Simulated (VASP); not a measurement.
# MnO (Manganosite) (P1) in VASP: notebook

The runs below take MnO (Manganosite) through single point, with LDA+U.

Everything below comes from runs of VASP 6.6.1. Logs are shortened: lines on timing, memory, paths and dates and some standing lists are left out, and cuts for length are marked.

## (1) The cell of the first run

The typed cell holds 2 atoms: a = 3.144 Å, b = 3.144 Å, c = 3.144 Å, α = 60.00°, β = 60.00°, γ = 60.00°.

## (2) Single point, LDA+U, collinear spin, ferromagnetic start

Input file INCAR:

```
SYSTEM = MnO
  PREC = Accurate
  ENCUT = 520
  EDIFF = 1E-6
  ISMEAR = 1
  SIGMA = 0.05
  LREAL = .FALSE.
  LASPH = .TRUE.
  NELM = 150
  ALGO = Normal
  ISIF = 2
  LWAVE = .FALSE.
  LCHARG = .FALSE.
  ISPIN = 2
  MAGMOM = 2.8 0
  LORBIT = 11
  LMAXMIX = 4
  LDAU = .TRUE.
  LDAUTYPE = 2
  LDAUL = 2 -1
  LDAUU = 3 0
  LDAUJ = 0 0
  LDAUPRINT = 1
  GGA = CA
  NBANDS = 20
```

Input file KPOINTS:

```
regular mesh
0
G
  6 6 6
  0 0 0
```

Input file POSCAR:

```
MnO
1.0
    0.0000000000      2.2230000000      2.2230000000
    2.2230000000      0.0000000000      2.2230000000
    2.2230000000      2.2230000000      0.0000000000
Mn O
1 1
Direct
    0.9911200000      0.9884300000      0.0357900000
    0.4620215744      0.5110084256      0.5307015744
```

Potentials or basis: VASP PAW LDA potentials, release 64 (Mn_pv, O).

Command:

```console
$ cat potpaw_LDA.64/Mn_pv/POTCAR potpaw_LDA.64/O/POTCAR > POTCAR
$ mpirun -np 1 vasp_std > vasp.out
```

OUTCAR:

```text
SYSTEM = MnO
   PREC = Accurate
   ENCUT = 520
   EDIFF = 1E-6
   ISMEAR = 1
   LREAL = .FALSE.
   LASPH = .TRUE.
   NELM = 150
   ISIF = 2
   ISPIN = 2
   LORBIT = 11
   GGA = CA

 ion  position               nearest neighbor table
   1  0.991  0.988  0.036-   2 2.15   2 2.19   2 2.21   2 2.24   2 2.26   2 2.30
   2  0.462  0.511  0.531-   1 2.15   1 2.19   1 2.21   1 2.24   1 2.26   1 2.30

  LATTYP: Found a face centered cubic cell.
 ALAT       =     4.4460000000

  Lattice vectors:

 A1 = (   0.0000000000,   2.2230000000,   2.2230000000)
 A2 = (   2.2230000000,   0.0000000000,   2.2230000000)
 A3 = (   2.2230000000,   2.2230000000,   0.0000000000)

Analysis of symmetry for initial positions (statically):
=====================================================================
 Subroutine PRICEL returns:
 Original cell was already a primitive cell.

 Routine SETGRP: Setting up the symmetry group for a
 face centered cubic supercell.

 Subroutine GETGRP returns: Found  1 space group operations
 (whereof  1 operations were pure point group operations)
 out of a pool of 48 trial point group operations.

The static configuration has the point symmetry C_1 .

Analysis of symmetry for dynamics (positions and initial velocities):
=====================================================================
 Subroutine PRICEL returns:
 Original cell was already a primitive cell.

 Routine SETGRP: Setting up the symmetry group for a
 face centered cubic supercell.

 Subroutine GETGRP returns: Found  1 space group operations
 (whereof  1 operations were pure point group operations)
 out of a pool of 48 trial point group operations.

The dynamic configuration has the point symmetry C_1 .

Analysis of structural, dynamic, and magnetic symmetry:
=====================================================================
 Subroutine PRICEL returns:
 Original cell was already a primitive cell.

 Routine SETGRP: Setting up the symmetry group for a
 face centered cubic supercell.

 Subroutine GETGRP returns: Found  1 space group operations
 (whereof  1 operations were pure point group operations)
 out of a pool of 48 trial point group operations.

The overall configuration has the point symmetry C_1 .

 Subroutine INISYM returns: Found  1 space group operations
 (whereof  1 operations are pure point group operations),
 and found     1 'primitive' translations

----------------------------------------------------------------------------------------

                                     Primitive cell

  volume of cell :      21.9709

  direct lattice vectors                    reciprocal lattice vectors
     0.000000000  2.223000000  2.223000000    -0.224921278  0.224921278  0.224921278
     2.223000000  0.000000000  2.223000000     0.224921278 -0.224921278  0.224921278
     2.223000000  2.223000000  0.000000000     0.224921278  0.224921278 -0.224921278

  length of vectors
     3.143796749  3.143796749  3.143796749     0.389575080  0.389575080  0.389575080

  position of ions in fractional coordinates (direct lattice)
     0.991120000  0.988430000  0.035790000
     0.462021574  0.511008426  0.530701574

  ion indices of the primitive-cell ions
   primitive index   ion index
                 1           1
                 2           2

----------------------------------------------------------------------------------------

 KPOINTS: regular mesh

Automatic generation of k-mesh.
 Grid dimensions read from file:
 generate k-points for:    6    6    6

 Generating k-lattice:

  Cartesian coordinates                     Fractional coordinates (reciprocal lattice)
[... 63 lines left out ...]
   NSW    =      0    number of steps for IOM
   IBRION =     -1    ionic relax: 0-MD 1-quasi-New 2-CG
   NFREE  =      0    steps in history (QN), initial steepest desc. (CG)
   ISIF   =      2    stress and relaxation
   ISYM   =      2    0-nonsym 1-usesym 2-fastsym
   POTIM  = 0.5000    time-step for ionic-motion
   TEBEG  =    0.0;   TEEND  =   0.0 temperature during run
   PSTRESS=    0.0 pullay stress
   NELECT =      19.0000    total number of electrons
   NUPDOWN=      -1.0000    fix difference up-down
   EMIN   =  10.00;   EMAX   =-10.00  energy-range for DOS
   EFERMI =   0.00;   METHOD = LEGACY
   ISMEAR =     1;   SIGMA  =   0.05  broadening in eV -4-tet -1-fermi 0-gaus
   EFERMI_NEDOS =   21; number of points for ismear=-14 and -15
   IALGO  =     38    algorithm
   IMIX   =      4    mixing-type and parameters
     AMIX     =   0.40;   BMIX     =  1.00
     AMIX_MAG =   1.60;   BMIX_MAG =  1.00
  volume/ion in A,a.u.               =      10.99        74.13
  Fermi-wavevector in a.u.,A,eV,Ry     =   1.559708  2.947420 33.098734  2.432688
  Thomas-Fermi vector in A             =   2.663027
   LORBIT       =     11    0 simple, 1 ext, 2 COOP (PROOUT), +10 PAW based schemes
 LDA+U is selected, type is set to LDAUTYPE =  2
   angular momentum for each species LDAUL =     2   -1
   U (eV)           for each species LDAUU =   3.0  0.0
   J (eV)           for each species LDAUJ =   0.0  0.0
   GGA     = CA    functional components
   LHFCALC =     F    Hartree Fock is set to
   AEXX    =    0.0000 exact exchange contribution
   IVDW    =     0    specifies the selected vdW correction
   LEPSILON=     F    determine dielectric tensor
   LRPA    =     F    only Hartree local field effects (RPA)
 spin polarized calculation
 Methfessel and Paxton  Order N= 1 SIGMA  =   0.05
  energy-cutoff  :      520.00
  volume of cell :       21.97
 maximum number of plane-waves:       609
   NGX = 11   NGY = 11   NGZ = 11

atom =   1  type =  1  l = 2

 onsite density matrix

spin component  1

  0.9356  0.0000 -0.0001 -0.0000  0.0000
  0.0000  0.9355 -0.0000 -0.0000  0.0000
 -0.0001 -0.0000  0.9725 -0.0000 -0.0002
 -0.0000 -0.0000 -0.0000  0.9352 -0.0000
  0.0000  0.0000 -0.0002 -0.0000  0.9711

spin component  2

  0.0238 -0.0000 -0.0005  0.0000 -0.0000
 -0.0000  0.0236 -0.0001 -0.0000  0.0002
 -0.0005 -0.0001  0.0840  0.0000  0.0006
  0.0000 -0.0000  0.0000  0.0230  0.0001
 -0.0000  0.0002  0.0006  0.0001  0.0851

 occupancies and eigenvectors

  o =  0.0230  v =  0.0000  0.0000  0.0000  0.0000  0.0000  0.0082 -0.0281  0.0008 -0.9996  0.0014      0.0000  0.0000  0.0000  0.0000  0.0000  0.0000  0.0000  0.0000  0.0000  0.0000
  o =  0.0236  v =  0.0000  0.0000  0.0000  0.0000  0.0000  0.0232  0.9993  0.0018 -0.0280 -0.0027      0.0000  0.0000  0.0000  0.0000  0.0000  0.0000  0.0000  0.0000  0.0000  0.0000
  o =  0.0238  v =  0.0000  0.0000  0.0000  0.0000  0.0000  0.9997 -0.0230  0.0086  0.0089  0.0000      0.0000  0.0000  0.0000  0.0000  0.0000  0.0000  0.0000  0.0000  0.0000  0.0000
  o =  0.0837  v =  0.0000  0.0000  0.0000  0.0000  0.0000 -0.0079 -0.0026  0.9172  0.0002 -0.3983      0.0000  0.0000  0.0000  0.0000  0.0000  0.0000  0.0000  0.0000  0.0000  0.0000
  o =  0.0854  v =  0.0000  0.0000  0.0000  0.0000  0.0000  0.0034 -0.0019 -0.3982 -0.0016 -0.9173      0.0000  0.0000  0.0000  0.0000  0.0000  0.0000  0.0000  0.0000  0.0000  0.0000
  o =  0.9352  v =  0.0073  0.0041  0.0004  1.0000  0.0006  0.0000  0.0000  0.0000  0.0000  0.0000      0.0000  0.0000  0.0000  0.0000  0.0000  0.0000  0.0000  0.0000  0.0000  0.0000
  o =  0.9355  v =  0.0561 -0.9984 -0.0002  0.0037  0.0007  0.0000  0.0000  0.0000  0.0000  0.0000      0.0000  0.0000  0.0000  0.0000  0.0000  0.0000  0.0000  0.0000  0.0000  0.0000
  o =  0.9356  v =  0.9984  0.0560  0.0040 -0.0075 -0.0000  0.0000  0.0000  0.0000  0.0000  0.0000      0.0000  0.0000  0.0000  0.0000  0.0000  0.0000  0.0000  0.0000  0.0000  0.0000
  o =  0.9711  v =  0.0005 -0.0006 -0.1217  0.0006 -0.9926  0.0000  0.0000  0.0000  0.0000  0.0000      0.0000  0.0000  0.0000  0.0000  0.0000  0.0000  0.0000  0.0000  0.0000  0.0000
  o =  0.9725  v = -0.0040 -0.0005  0.9926 -0.0003 -0.1217  0.0000  0.0000  0.0000  0.0000  0.0000      0.0000  0.0000  0.0000  0.0000  0.0000  0.0000  0.0000  0.0000  0.0000  0.0000

 number of electron      19.0000002 magnetization       4.9999055

 Free energy of the ion-electron system (eV)
  ---------------------------------------------------
  ext. energy  EPLUGINS =         0.00000000
  ---------------------------------------------------
  free energy    TOTEN  =       -16.70402920 eV

  energy without entropy =      -16.70411398  energy(sigma->0) =      -16.70405746

 E-fermi :   6.8824     XC(G=0): -12.3353

 val. band max:        6.8772220909   @ k =   0.0000   0.5000   0.0000
 cond. band min:       6.8855553631   @ k =   0.5000   0.0000   0.0000
 fundamental gap:      0.0083332722
 Fermi energy:         6.8823549476

 spin component 1

 k-point     1 :       0.0000    0.0000    0.0000
  band No.  band energies     occupation
      1     -42.5718      1.00000
      2     -42.5696      1.00000
      3     -42.5678      1.00000
      4     -12.5676      1.00000
      5       2.8054      1.00000
      6       2.8308      1.00000
[... 1097 lines left out ...]
     19      31.6562      0.00000
     20      33.4029      0.00000

 [... further k-points ...]

------------------------ aborting loop because EDIFF is reached ----------------------------------------

  FORCE on cell =-STRESS in cart. coord.  units (eV):
  Direction    XX          YY          ZZ          XY          YZ          ZX
  --------------------------------------------------------------------------------------
  -------------------------------------------------------------------------------------
  Total       -0.7460725     -0.6184769     -0.7704996      0.0169002     -0.0059952      0.0026824
  in kB      -54.4055514    -45.1009511    -56.1868440      1.2324049     -0.4371879      0.1956108
  external PRESSURE =     -51.8977822 kB  Pullay stress =       0.0000000 kB

 VOLUME and BASIS-vectors are now :
 -----------------------------------------------------------------------------
  energy-cutoff  :      520.00
  volume of cell :       21.97
      direct lattice vectors                 reciprocal lattice vectors
     0.000000000  2.223000000  2.223000000    -0.224921278  0.224921278  0.224921278
     2.223000000  0.000000000  2.223000000     0.224921278 -0.224921278  0.224921278
     2.223000000  2.223000000  0.000000000     0.224921278  0.224921278 -0.224921278

 POSITION                                       TOTAL-FORCE (eV/Angst)
 -----------------------------------------------------------------------------------
      2.27684      2.28282      4.40054         0.104987     -0.223334     -0.038405
      2.31572      2.20682      2.16305        -0.104987      0.223334      0.038405
 -----------------------------------------------------------------------------------
    total drift:                               -0.000057     -0.000516     -0.000095

  FREE ENERGIE OF THE ION-ELECTRON SYSTEM (eV)
  ---------------------------------------------------
  free  energy   TOTEN  =       -16.7040291951 eV

  energy  without entropy=      -16.7041139821  energy(sigma->0) =      -16.70405746

 total charge

# of ion       s       p       d       tot
------------------------------------------
    1        0.216   6.189   4.969  11.374
    2        1.545   3.423   0.000   4.967
--------------------------------------------------
tot          1.761   9.611   4.969  16.341

 magnetization (x)

# of ion       s       p       d       tot
------------------------------------------
    1        0.029   0.022   4.501   4.552
    2        0.025   0.168   0.000   0.193
--------------------------------------------------
tot          0.054   0.190   4.501   4.745
```

Run time: 85 s. Hardware: 1 thread of Intel Xeon 8259CL, shared host; peak memory 0.19 GiB.

What came out:

* Free energy: -16.7040 eV
* Pressure: -5.2 GPa
* Largest force: 0.250 eV/Å
* Band gap on the k mesh: zero (filled and empty bands overlap)
* Net moment: 5.00 μB per cell
* Site moments: Mn +4.55; O +0.19 μB
* Valence electrons inside the program's atomic spheres: Mn 11.37; O 4.97

Forces in eV/Å, atoms in the order of the input:
```
Mn   0.105 -0.223 -0.038
O   -0.105  0.223  0.038
```

Eigenvalues of the final occupation matrices:
```tsv
site	spin	trace	eigenvalues
site 1 d	1	4.75	0.94 0.94 0.94 0.97 0.97
site 1 d	2	0.24	0.02 0.02 0.02 0.08 0.09
```

Caveat: the k points lie up to 0.41 Å⁻¹ apart; a cell with one magnetic atom can't hold antiferromagnetic order, which such compounds often take. The state reached can hang on the start; a lower one may exist.

## (3) Single point, LDA+U, collinear spin, ferromagnetic start

This run uses another cell than the first one, of 11.04 Å³/atom, 1.005 times its volume.

Input file INCAR:

```
PREC     = Accurate       # precision mode
ENCUT    = 520            # plane-wave cutoff, eV
EDIFF    = 1E-6           # SCF threshold, eV
ISMEAR   = 1              # smearing method
SIGMA    = 0.05           # smearing width, eV
LREAL    = False          # projectors in reciprocal space
LASPH    = True           # aspherical terms in the spheres
NELM     = 150            # most SCF steps
ALGO     = Normal         # electronic algorithm
ISIF     = 2              # what is computed and relaxed
LWAVE    = False          # write WAVECAR
LCHARG   = False          # write CHGCAR
ISPIN    = 2              # spin polarisation
MAGMOM   = 2.8 0          # initial moments
LORBIT   = 11             # projections on sites
LMAXMIX  = 4              # l up to which the mixer works
LDAU     = True           # DFT+U
LDAUTYPE = 2            
LDAUL    = 2 -1           # shell
LDAUU    = 3 0            # U, eV
LDAUJ    = 0 0          
LDAUPRINT= 1            
GGA      = CA             # functional
NBANDS   = 20             # bands
```

Input file KPOINTS:

```
Automatic mesh
0
Gamma
  6 6 6
```

Input file POSCAR:

```
MnO
1.0
    0.0000000000      2.2266988421      2.2266988421
    2.2266988421      0.0000000000      2.2266988421
    2.2266988421      2.2266988421      0.0000000000
Mn O
1 1
Direct
    0.9911200000      0.9884300000      0.0357900000
    0.4665200000      0.5065100000      0.5352000000
```

Potentials or basis: VASP PAW LDA potentials, release 64 (Mn_pv, O).

Command:

```console
$ cat potpaw_LDA.64/Mn_pv/POTCAR potpaw_LDA.64/O/POTCAR > POTCAR
$ mpirun -np 1 vasp_std > vasp.out
```

It took 91 s on 1 thread of Intel Xeon 8259CL, shared host; peak memory 0.19 GiB.

The run converged. Its results:

```yaml
Free_energy: -16.7040 eV
Pressure: -6.1 GPa
Largest_force: 0.190 eV/Å
Band_gap_on_the_k_mesh: zero (filled and empty bands overlap)
Net_moment: 5.00 μB per cell
Site_moments: Mn +4.55; O +0.19 μB
Valence_electrons_inside_the_program's_atomic_spheres: Mn 11.37; O 4.96
```

Forces in eV/Å, atoms in the order of the input:
```
Mn   0.104 -0.155 -0.038
O   -0.104  0.155  0.038
```

Stress tensor (GPa, compression positive):
```
-6.17  0.09  0.02
 0.09 -5.82 -0.03
 0.02 -0.03 -6.38
```

Levels at points of the mesh, in eV from the Fermi level:
Spin up:
```tsv
k point	band 8	band 9	band 10	band 11	band 12	band 13	band 14	band 15	band 16	band 17
(0.00, 0.00, 0.00)	-3.76	-3.61	-3.06	-3.00	-2.92	-0.03	14.22	16.04	16.05	16.06
(0.50, 0.00, 0.00)	-3.07	-3.07	-2.38	-0.02	0.00	3.84	8.08	12.07	12.07	18.40
(0.00, 0.50, 0.00)	-3.07	-3.07	-2.38	-0.04	-0.01	3.85	8.08	12.08	12.08	18.40
(0.00, 0.00, 0.50)	-3.07	-3.07	-2.39	-0.05	-0.03	3.85	8.08	12.08	12.10	18.39
(0.50, 0.50, 0.50)	-3.07	-3.07	-2.39	-0.05	-0.02	3.85	8.08	12.08	12.10	18.40
(0.50, 0.50, 0.00)	-4.09	-3.06	-2.81	-2.81	-2.68	5.26	8.24	10.18	13.92	13.98
(0.00, 0.50, 0.50)	-4.13	-3.08	-2.81	-2.81	-2.68	5.25	8.25	10.19	13.93	13.96
(0.50, 0.00, 0.50)	-4.18	-3.11	-2.81	-2.81	-2.68	5.24	8.27	10.20	13.92	13.94
```
Spin down:
| k point | band 5 | band 6 | band 7 | band 8 | band 9 | band 10 |
| --- | --- | --- | --- | --- | --- | --- |
| (0.00, 0.00, 0.00) | -2.75 | -2.74 | -2.73 | 1.08 | 2.15 | 2.17 |
| (0.50, 0.00, 0.00) | -6.80 | -4.06 | -4.05 | 3.32 | 3.51 | 3.51 |
| (0.00, 0.50, 0.00) | -6.80 | -4.06 | -4.04 | 3.31 | 3.50 | 3.51 |
| (0.00, 0.00, 0.50) | -6.81 | -4.04 | -4.03 | 3.31 | 3.49 | 3.51 |
| (0.50, 0.50, 0.50) | -6.81 | -4.05 | -4.03 | 3.31 | 3.50 | 3.51 |
| (0.50, 0.50, 0.00) | -5.87 | -3.74 | -3.74 | 0.40 | 3.44 | 3.56 |
| (0.00, 0.50, 0.50) | -5.87 | -3.74 | -3.73 | 0.39 | 3.44 | 3.55 |
| (0.50, 0.00, 0.50) | -5.87 | -3.73 | -3.73 | 0.38 | 3.44 | 3.55 |

Eigenvalues of the final occupation matrices:
| site | spin | trace | eigenvalues |
| --- | --- | --- | --- |
| site 1 d | 1 | 4.75 | 0.94 0.94 0.94 0.97 0.97 |
| site 1 d | 2 | 0.24 | 0.02 0.02 0.02 0.08 0.08 |

Caveat: the k points lie up to 0.41 Å⁻¹ apart; a cell with one magnetic atom can't hold antiferromagnetic order, which such compounds often take. The state reached can hang on the start; a lower one may exist.
